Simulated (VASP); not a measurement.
A run of VASP 6.6.1:

File INCAR:

```
ALGO = Normal ; EDIFF = 1E-6
EDIFFG = -0.01 ; ENCUT = 600
GGA = PE ; IBRION = 2
ISIF = 4 ; ISMEAR = 0
IVDW = 13 ; LASPH = T
LCHARG = F ; LREAL = F
LWAVE = F ; NELM = 100
NSW = 60 ; PREC = Accurate
SIGMA = 0.05
```

The input KPOINTS:

```
k-points
0
Gamma
  8 8 8
```

The input POSCAR:

```
ZrB2
1.0
    3.1136176707      0.0000000000      0.0000000000
   -1.5568088353      2.6964720005      0.0000000000
    0.0000000000      0.0000000000      3.4414255183
Zr B
1 2
Direct
    0.0000000000      0.0000000000      0.0000000000
    0.3333333333      0.6666666667      0.5000000000
    0.6666666667      0.3333333333      0.5000000000
```

Potentials or basis: VASP PAW PBE potentials, release 64 (Zr_sv, B).

The run is started by

```bash
$ cat potpaw_PBE.64/Zr_sv/POTCAR potpaw_PBE.64/B/POTCAR > POTCAR
$ mpirun -np 1 vasp_std > vasp.out
```

Hardware: 1 thread of AMD EPYC 9R45 (Zen 5) (shared host).

Question: How long does it take, and how much memory?

Answer: Run time: 42 s on 1 thread of AMD EPYC 9R45 (Zen 5), on a shared host, peak memory 0.14 GiB. Counts: scf iterations 16, k points 50, ion steps 2.
